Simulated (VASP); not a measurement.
# Si2Br: relaxation of cell and atoms with PBE

The system is Si2Br.

```
Si Br
1.0
     7.27339    0.00000    0.00000
    -3.63670    6.29894    0.00000
     0.00000    0.00000    5.84063
Si Br
6 3
Cartesian
  0.2444 1.3054 1.8330
  2.3840 5.8579 3.7799
  -2.6284 5.4346 5.7268
  1.0083 0.8643 4.0076
  3.8811 4.9936 2.0607
  6.0207 0.4410 0.1138
  4.2379 0.0000 1.9469
  -2.1190 3.6702 3.8938
  1.5177 2.6288 0.0000
```

```json
{
 "Program": "VASP 6.6.1",
 "Task": "relaxation of cell and atoms",
 "Functional": "PBE",
 "Potentials or basis": "VASP PAW PBE potentials, release 64 (Si, Br)",
 "Cutoff": "600 eV",
 "k mesh": "6 × 6 × 6",
 "Occupations": "gaussian, width 0.1 eV",
 "Spin": "no spin polarisation",
 "Dipole correction": "no",
 "Further INCAR settings": "ALGO = Normal; EDIFF = 1e-06; IBRION = 2; EDIFFG = -0.01; NSW = 100; ISIF = 3"
}
```

```yaml
Relaxed_volume: 31.04 Å³/atom
Relaxed_cell: a = 7.676 Å, b = 7.676 Å, c = 5.474 Å, α = 90.00°, β = 90.00°, γ = 120.00°
Space_group_after_relaxing_to_0.1_Å: P3_121 (No. 152)
Energy_gained_by_relaxing: 17.2 meV/atom
Ionic_steps: 26
Pressure_after_relaxing: 0.0 GPa
Largest_force_after_relaxing: 0.010 eV/Å
Band_gap_on_the_k_mesh: zero (an odd number of electrons rules out a gap without spin polarisation)
```

Forces on the atoms (eV/Å):
```
Si  -0.007 -0.006  0.002
Si   0.009 -0.003  0.002
Si  -0.002  0.010  0.002
Si  -0.002 -0.010 -0.002
Si  -0.007  0.006 -0.002
Si   0.009  0.003 -0.002
Br   0.003  0.000  0.000
Br  -0.001  0.002  0.000
Br  -0.001 -0.002  0.000
```

Step by step:
| step | energy change (eV) | largest force (eV/Å) | pressure (GPa) | volume (Å³) |
| --- | --- | --- | --- | --- |
| 1 | 0.0000 | 0.0917 | -0.30 | 267.59 |
| 2 | -0.0332 | 0.1097 | 0.10 | 265.40 |
| 3 | -0.0459 | 0.1655 | 0.52 | 263.29 |
| 4 | -0.0652 | 0.0958 | 0.17 | 266.48 |
| 5 | -0.0698 | 0.1896 | -0.11 | 269.19 |
| 6 | -0.0821 | 0.1507 | -0.17 | 271.03 |
| 7 | -0.0844 | 0.2281 | -0.20 | 272.19 |
| 8 | -0.0944 | 0.2307 | -0.13 | 272.51 |
| 9 | -0.1154 | 0.2573 | 0.27 | 273.38 |
| 10 | -0.1322 | 0.1884 | 0.14 | 275.35 |
| 11 | -0.1347 | 0.2521 | 0.07 | 276.46 |
| 12 | -0.1472 | 0.1428 | -0.08 | 278.41 |
| 13 | -0.1504 | 0.0914 | -0.19 | 279.97 |
| 14 | -0.1522 | 0.0374 | 0.03 | 278.62 |
| 15 | -0.1523 | 0.0314 | 0.00 | 278.81 |
| 16 | -0.1529 | 0.0169 | 0.03 | 278.55 |
| 17 | -0.1532 | 0.0339 | 0.07 | 278.25 |
| 18 | -0.1538 | 0.0213 | 0.02 | 278.60 |
| 19 | -0.1541 | 0.0213 | -0.02 | 278.96 |
| 20 | -0.1541 | 0.0241 | -0.04 | 279.11 |
| 21 | -0.1543 | 0.0155 | 0.00 | 278.88 |
| 22 | -0.1543 | 0.0141 | 0.01 | 278.83 |
| 23 | -0.1544 | 0.0115 | 0.02 | 278.79 |
| 24 | -0.1544 | 0.0139 | 0.02 | 278.78 |
| 25 | -0.1545 | 0.0113 | 0.02 | 278.91 |
| 26 | -0.1546 | 0.0099 | 0.00 | 279.32 |

Final structure:
```cif
data_structure
_symmetry_space_group_name_H-M 'P 1'
_symmetry_Int_Tables_number 1
_cell_length_a 7.6762
_cell_length_b 7.6762
_cell_length_c 5.4737
_cell_angle_alpha 90.000
_cell_angle_beta 90.000
_cell_angle_gamma 120.000
_cell_volume 279.32
loop_
_atom_site_label
_atom_site_type_symbol
_atom_site_fract_x
_atom_site_fract_y
_atom_site_fract_z
_atom_site_occupancy
Si1 Si 0.14013 0.19327 0.29850 1
Si2 Si 0.80673 0.94686 0.63183 1
Si3 Si 0.05314 0.85987 0.96516 1
Si4 Si 0.19327 0.14013 0.70150 1
Si5 Si 0.94686 0.80673 0.36817 1
Si6 Si 0.85987 0.05314 0.03484 1
Br1 Br 0.57567 0.00000 0.33333 1
Br2 Br 0.00000 0.57567 0.66667 1
Br3 Br 0.42433 0.42433 0.00000 1
```

Levels at points of the mesh, in eV from the Fermi level:
| k point | band 18 | band 19 | band 20 | band 21 | band 22 | band 23 | band 24 | band 25 | band 26 | band 27 |
| --- | --- | --- | --- | --- | --- | --- | --- | --- | --- | --- |
| (0.00, 0.00, 0.00) | -3.18 | -1.77 | -1.77 | -1.47 | -1.37 | -0.08 | -0.08 | 2.07 | 2.07 | 2.61 |
| (0.50, 0.00, 0.00) | -2.96 | -1.73 | -1.56 | -1.03 | -0.99 | 0.00 | 0.04 | 1.60 | 1.84 | 2.16 |
| (0.00, 0.00, 0.50) | -2.55 | -1.68 | -1.43 | -1.04 | -1.04 | 0.73 | 0.96 | 1.27 | 1.27 | 1.77 |
| (0.50, 0.00, 0.50) | -2.76 | -2.17 | -1.32 | -1.26 | -1.16 | 0.54 | 1.11 | 1.38 | 1.48 | 2.23 |

Wall time 40 min on 1 thread of Intel(R) Xeon(R) Platinum 8559C (Emerald Rapids), on a shared host, peak memory 0.63 GiB.

Caveat: an odd number of electrons without spin polarisation forces a metal; a magnetic or distorted state may lie lower.
